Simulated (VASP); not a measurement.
# MgS (F-43m) in VASP: a series of runs

Runs on MgS. Level: PBE. Tasks: single point.

All numbers are computed with VASP 6.6.1; they aren't measurements. Logs are shortened: lines on timing, memory, paths and dates and some standing lists are left out, and cuts for length are marked.

## Step 1: The cell of the first run

It takes space group F-43m (No. 216, cubic). The conventional cell has a = 5.662 Å, b = 5.662 Å, c = 5.662 Å, α = 90.00°, β = 90.00°, γ = 90.00°. Mg (site symmetry -43m) has 4 S at 2.45 Å within 3.2 Å. S (site symmetry -43m) has 4 Mg at 2.45 Å within 3.2 Å.

## Step 2: Single point, PBE

INCAR reads:

```
SYSTEM = MgS
ALGO = Normal
EDIFF = 1E-6
ENCUT = 520
GGA = PE
ISIF = 2
ISMEAR = -1
LASPH = .True.
LCHARG = .True.
LELF = .True.
LREAL = .False.
LVHAR = .True.
LWAVE = .False.
NBANDS = 11
NELM = 60
PREC = Accurate
SIGMA = 0.02
```

KPOINTS reads:

```
k-points
0
Gamma
  8 8 8
  0 0 0
```

POSCAR reads:

```
MgS
1.0
    0.0000000000      2.8308747665      2.8308747665
    2.8308747665      0.0000000000      2.8308747665
    2.8308747665      2.8308747665      0.0000000000
Mg S
1 1
Direct
    0.0000000000      0.0000000000      0.0000000000
    0.7500000000      0.7500000000      0.7500000000
```

Potentials or basis: VASP PAW PBE potentials, release 64 (Mg, S).

Launch:

```bash
cat potpaw_PBE.64/Mg/POTCAR potpaw_PBE.64/S/POTCAR > POTCAR
mpirun -np 1 vasp_std > vasp.out
```

OUTCAR:

```text
SYSTEM = MgS
   EDIFF = 1E-6
   ENCUT = 520
   GGA = PE
   ISIF = 2
   ISMEAR = -1
   LASPH = .True.
   LREAL = .False.
   NELM = 60
   PREC = Accurate

 ion  position               nearest neighbor table
   1  0.000  0.000  0.000-   2 2.45   2 2.45   2 2.45   2 2.45
   2  0.750  0.750  0.750-   1 2.45   1 2.45   1 2.45   1 2.45

  LATTYP: Found a face centered cubic cell.
 ALAT       =     5.6617495330

  Lattice vectors:

 A1 = (   0.0000000000,   2.8308747665,   2.8308747665)
 A2 = (   2.8308747665,   0.0000000000,   2.8308747665)
 A3 = (   2.8308747665,   2.8308747665,   0.0000000000)

Analysis of symmetry for initial positions (statically):
=====================================================================
 Subroutine PRICEL returns:
 Original cell was already a primitive cell.

 Routine SETGRP: Setting up the symmetry group for a
 face centered cubic supercell.

 Subroutine GETGRP returns: Found 24 space group operations
 (whereof 24 operations were pure point group operations)
 out of a pool of 48 trial point group operations.

The static configuration has the point symmetry T_d .

Analysis of symmetry for dynamics (positions and initial velocities):
=====================================================================
 Subroutine PRICEL returns:
 Original cell was already a primitive cell.

 Routine SETGRP: Setting up the symmetry group for a
 face centered cubic supercell.

 Subroutine GETGRP returns: Found 24 space group operations
 (whereof 24 operations were pure point group operations)
 out of a pool of 48 trial point group operations.

The dynamic configuration has the point symmetry T_d .

 Subroutine INISYM returns: Found 24 space group operations
 (whereof 24 operations are pure point group operations),
 and found     1 'primitive' translations

----------------------------------------------------------------------------------------

                                     Primitive cell

  volume of cell :      45.3724

  direct lattice vectors                    reciprocal lattice vectors
     0.000000000  2.830874767  2.830874767    -0.176623850  0.176623850  0.176623850
     2.830874767  0.000000000  2.830874767     0.176623850 -0.176623850  0.176623850
     2.830874767  2.830874767  0.000000000     0.176623850  0.176623850 -0.176623850

  length of vectors
     4.003461488  4.003461488  4.003461488     0.305921482  0.305921482  0.305921482

  position of ions in fractional coordinates (direct lattice)
     0.000000000  0.000000000  0.000000000
     0.750000000  0.750000000  0.750000000

  ion indices of the primitive-cell ions
[... 85 lines left out ...]
   PSTRESS=    0.0 pullay stress
   NELECT =       8.0000    total number of electrons
   NUPDOWN=      -1.0000    fix difference up-down
   EMIN   =  10.00;   EMAX   =-10.00  energy-range for DOS
   EFERMI =   0.00;   METHOD = LEGACY
   ISMEAR =    -1;   SIGMA  =   0.02  broadening in eV -4-tet -1-fermi 0-gaus
   EFERMI_NEDOS =   21; number of points for ismear=-14 and -15
   IALGO  =     38    algorithm
   IMIX   =      4    mixing-type and parameters
     AMIX     =   0.40;   BMIX     =  1.00
     AMIX_MAG =   1.60;   BMIX_MAG =  1.00
  volume/ion in A,a.u.               =      22.69       153.09
  Fermi-wavevector in a.u.,A,eV,Ry     =   0.917996  1.734761 11.465859  0.842717
  Thomas-Fermi vector in A             =   2.043028
   LORBIT       =      0    0 simple, 1 ext, 2 COOP (PROOUT), +10 PAW based schemes
   GGA     = PE    functional components
   LHFCALC =     F    Hartree Fock is set to
   AEXX    =    0.0000 exact exchange contribution
   IVDW    =     0    specifies the selected vdW correction
   LEPSILON=     F    determine dielectric tensor
   LRPA    =     F    only Hartree local field effects (RPA)
 non-spin polarized calculation
  energy-cutoff  :      520.00
  volume of cell :       45.37
 maximum number of plane-waves:      1243
 NGX is ok and might be reduce to    30
   NGX = 15   NGY = 15   NGZ = 15

 number of electron       8.0000001 magnetization

 Free energy of the ion-electron system (eV)
  ---------------------------------------------------
  ext. energy  EPLUGINS =         0.00000000
  ---------------------------------------------------
  free energy    TOTEN  =        -8.47066545 eV

  energy without entropy =       -8.47066545  energy(sigma->0) =       -8.47066545

 E-fermi :   1.4987     XC(G=0):  -8.3901

 val. band max:        1.0631234484   @ k =   0.0000   0.0000   0.0000
 cond. band min:       4.5214138573   @ k =   0.0000   0.0000   0.0000
 fundamental gap:      3.4582904088
 Fermi energy:         1.4986666962

 k-point     1 :       0.0000    0.0000    0.0000
  band No.  band energies     occupation
      1     -10.2041      2.00000
      2       1.0631      2.00000
      3       1.0631      2.00000
      4       1.0631      2.00000
      5       4.5214      0.00000
      6       9.0133      0.00000
      7       9.0133      0.00000
      8       9.0133      0.00000
      9      11.8944      0.00000
     10      11.8944      0.00000
     11      14.7873      0.00000
[... 309 lines left out ...]
 k-point    24 :      -0.3750    0.2500    0.1250
  band No.  band energies     occupation
      1      -9.4132      2.00000
      2      -1.7101      2.00000
      3      -0.2304      2.00000
      4       0.4180      2.00000
      5       7.1247      0.00000
      6       7.5581      0.00000
      7       9.8000      0.00000
      8       9.9297      0.00000
      9      12.4615      0.00000
     10      13.9038      0.00000
     11      15.2399      0.00000

 [... further k-points ...]

------------------------ aborting loop because EDIFF is reached ----------------------------------------

  FORCE on cell =-STRESS in cart. coord.  units (eV):
  Direction    XX          YY          ZZ          XY          YZ          ZX
  --------------------------------------------------------------------------------------
  -------------------------------------------------------------------------------------
  Total        0.2641269      0.2641269      0.2641269      0.0000000      0.0000000      0.0000000
  in kB        9.3267681      9.3267681      9.3267681      0.0000000      0.0000000      0.0000000
  external PRESSURE =       9.3267681 kB  Pullay stress =       0.0000000 kB

 VOLUME and BASIS-vectors are now :
 -----------------------------------------------------------------------------
  energy-cutoff  :      520.00
  volume of cell :       45.37
      direct lattice vectors                 reciprocal lattice vectors
     0.000000000  2.830874767  2.830874767    -0.176623850  0.176623850  0.176623850
     2.830874767  0.000000000  2.830874767     0.176623850 -0.176623850  0.176623850
     2.830874767  2.830874767  0.000000000     0.176623850  0.176623850 -0.176623850

 POSITION                                       TOTAL-FORCE (eV/Angst)
 -----------------------------------------------------------------------------------
      0.00000      0.00000      0.00000        -0.000000     -0.000000     -0.000000
      4.24631      4.24631      4.24631         0.000000      0.000000      0.000000
 -----------------------------------------------------------------------------------
    total drift:                               -0.000000     -0.000000     -0.000000

  FREE ENERGIE OF THE ION-ELECTRON SYSTEM (eV)
  ---------------------------------------------------
  free  energy   TOTEN  =        -8.4706654475 eV

  energy  without entropy=       -8.4706654475  energy(sigma->0) =       -8.47066545
```

OSZICAR:

```text
N       E                     dE             d eps       ncg     rms          rms(c)
DAV:   1     0.240679744593E+02    0.24068E+02   -0.32991E+03   654   0.568E+02
DAV:   2    -0.696260353301E+01   -0.31031E+02   -0.29633E+02   805   0.971E+01
DAV:   3    -0.897084809024E+01   -0.20082E+01   -0.20044E+01   784   0.266E+01
DAV:   4    -0.898786174699E+01   -0.17014E-01   -0.17012E-01   780   0.296E+00
DAV:   5    -0.898805625904E+01   -0.19451E-03   -0.19451E-03   802   0.313E-01    0.404E+00
DAV:   6    -0.849818243036E+01    0.48987E+00   -0.12281E+00   689   0.412E+00    0.310E+00
DAV:   7    -0.846369546393E+01    0.34487E-01   -0.26973E-01   758   0.211E+00    0.242E+00
DAV:   8    -0.847132914452E+01   -0.76337E-02   -0.23485E-02   707   0.924E-01    0.137E+00
DAV:   9    -0.847045078401E+01    0.87836E-03   -0.24086E-03   701   0.243E-01    0.441E-01
DAV:  10    -0.847065886664E+01   -0.20808E-03   -0.67811E-04   707   0.122E-01    0.909E-02
DAV:  11    -0.847066404644E+01   -0.51798E-05   -0.54958E-05   773   0.302E-02    0.553E-02
DAV:  12    -0.847066545873E+01   -0.14123E-05   -0.69495E-06   710   0.130E-02    0.641E-03
DAV:  13    -0.847066544752E+01    0.11204E-07   -0.30472E-07   641   0.279E-03
   1 F= -.84706654E+01 E0= -.84706654E+01  d E =-.327038E-11
```

stdout:

```text
POSCAR found type information on POSCAR MgS
 POSCAR found :  2 types and       2 ions
 scaLAPACK will be used
 LDA part: xc-table for (Slater+PW92), standard interpolation
 POSCAR, INCAR and KPOINTS ok, starting setup
 FFT: planning ... GRIDC
 FFT: planning ... GRID_SOFT
 FFT: planning ... GRID
 WAVECAR not read
 entering main loop
```

Run time: 13 s. Hardware: 1 thread of Intel Xeon Platinum 8488C (Sapphire Rapids), shared host; peak memory 0.17 GiB.

Results:

* Free energy: -8.4707 eV
* Pressure: 0.9 GPa
* Band gap on the k mesh: 3.46 eV

## Step 3: Single point, PBE (strain +0.9%)

INCAR reads:

```
SYSTEM = MgS
PREC     = Accurate       ! precision mode
ENCUT    = 520            ! plane-wave cutoff, eV
EDIFF    = 1E-6           ! SCF threshold, eV
ISMEAR   = -1             ! smearing method
SIGMA    = 0.02           ! smearing width, eV
LREAL    = .False.        ! projectors in reciprocal space
LASPH    = .True.         ! aspherical terms in the spheres
NELM     = 60             ! most SCF steps
ALGO     = Normal         ! electronic algorithm
ISIF     = 2              ! what is computed and relaxed
LWAVE    = .False.        ! write WAVECAR
LCHARG   = .False.        ! write CHGCAR
GGA      = PE             ! functional
NBANDS   = 11             ! bands
```

KPOINTS reads:

```
regular mesh
0
Gamma
  8 8 8
  0 0 0
```

POSCAR reads:

```
MgS
1.0
    0.0000000000      2.8552202894      2.8552202894
    2.8552202894      0.0000000000      2.8552202894
    2.8552202894      2.8552202894      0.0000000000
Mg S
1 1
Direct
    0.0000000000      0.0000000000      0.0000000000
    0.7500000000      0.7500000000      0.7500000000
```

Potentials or basis: VASP PAW PBE potentials, release 64 (Mg, S).

Launch:

```bash
cat potpaw_PBE.64/Mg/POTCAR potpaw_PBE.64/S/POTCAR > POTCAR
mpirun -np 1 vasp_std > vasp.out
```

Run time: 14 s. Hardware: 1 thread of Intel Xeon Platinum 8488C (Sapphire Rapids), shared host; peak memory 0.16 GiB.

The run converged. Its results:

| Quantity | Value |
| --- | --- |
| Free energy | -8.4722 eV |
| Pressure | -0.5 GPa |
| Band gap on the k mesh | 3.33 eV |

Levels at points of the mesh, in eV from the valence-band top:
```csv
k point,band 1,band 2,band 3,band 4,band 5,band 6,band 7,band 8
"(0.00, 0.00, 0.00)",-11.18,0.00,0.00,0.00,3.33,7.88,7.88,7.88
"(0.50, 0.00, 0.00)",-10.54,-3.04,-0.32,-0.32,5.02,7.60,7.60,8.48
"(0.50, 0.50, 0.00)",-10.33,-2.74,-1.00,-1.00,3.91,5.61,10.92,12.09
```

Caveat: the cell differs from its parent crystal (strain +0.9%).
